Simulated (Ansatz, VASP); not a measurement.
Given: the input of a run of Ansatz 0.2.0 on GaN.

File input.yaml:

```yaml
crystal:
  lattice:
    - [0.0, 2.2535006075, 2.2535006075]
    - [2.2535006075, 0.0, 2.2535006075]
    - [2.2535006075, 2.2535006075, 0.0]
  atoms:
    - { symbol: Ga, position: [0.0, 0.0, 0.0] }
    - { symbol: "N", position: [0.25, 0.25, 0.25] }
hamiltonian:
  xc: { exchange: pbe, correlation: pbe, exx: { coeff: 0.25, omega: 0.4 } }
  pseudopotentials: { kind: paw }
kpoints:
  mp_grid: { grid: [5, 5, 5] }
scf:
  occupations: { method: fermi_dirac, width: 0.05 }
output:
  forces: true
  stress: true
  eigenvalues: true
```

Potentials or basis: Ansatz PAW.

Run with:

```console
$ ansatz run input.yaml --threads 2 --pin off --max-ram 5632MiB --backend cpu --events-out ev --progress --plain --runs-dir out
```

Question: Set up the same calculation for VASP 6.6.1. Potentials there: VASP PAW PBE potentials, release 64 (Ga_d, N).

Answer: As run (the cutoff follows the program's own potentials):

Contents of POSCAR:

```
GaN
1.0
    0.0000000000      2.2535006075      2.2535006075
    2.2535006075      0.0000000000      2.2535006075
    2.2535006075      2.2535006075      0.0000000000
Ga N
1 1
Direct
    0.0000000000      0.0000000000      0.0000000000
    0.2500000000      0.2500000000      0.2500000000
```

INCAR.step1

```
SYSTEM = GaN
ALGO = Normal ; EDIFF = 1E-5
ENCUT = 520 ; GGA = PE
ISIF = 2 ; ISMEAR = -1
LASPH = .True. ; LREAL = .False.
LWAVE = .True. ; NBANDS = 16
NELM = 80 ; PREC = Accurate
SIGMA = 0.05
```

Contents of INCAR.step2:

```
SYSTEM = GaN
AEXX = 0.25 ; ALGO = Normal
EDIFF = 1E-6 ; ENCUT = 520
GGA = PE ; HFSCREEN = 0.4
ISIF = 2 ; ISMEAR = -1
ISTART = 1 ; LASPH = .True.
LCHARG = .True. ; LELF = .True.
LHFCALC = .True. ; LREAL = .False.
LVHAR = .True. ; LWAVE = .False.
NBANDS = 16 ; NELM = 80
PREC = Accurate ; PRECFOCK = Normal
SIGMA = 0.05
```

Contents of KPOINTS:

```
k-points
0
Gamma
  5 5 5
  0 0 0
```

Potentials or basis: VASP PAW PBE potentials, release 64 (Ga_d, N).

The run is started by

```console
$ cat potpaw_PBE.64/Ga_d/POTCAR potpaw_PBE.64/N/POTCAR > POTCAR
$ cp INCAR.step1 INCAR
$ mpirun -np 1 vasp_std > vasp.out
$ cp INCAR.step2 INCAR
$ mpirun -np 1 vasp_std > vasp.out
```

Both were run:

|  | VASP | Ansatz | Ansatz less VASP |
| --- | --- | --- | --- |
| gap on the k mesh at the Fermi level (eV) | 2.58 | 2.57 | -0.014 |
| least direct gap on the mesh (eV) | 2.58 | 2.57 | -0.014 |
| pressure (GPa) | -0.3 | -0.3 | -0.03 |

VASP's potentials were made for PBE, not for PBE-based screened hybrid.

The k mesh is coarse, so the values compare programs but aren't converged. Noted on Ansatz's run: odd divisions of the mesh miss points on the zone boundary, where band edges often lie, so the gap on the mesh can be too wide.
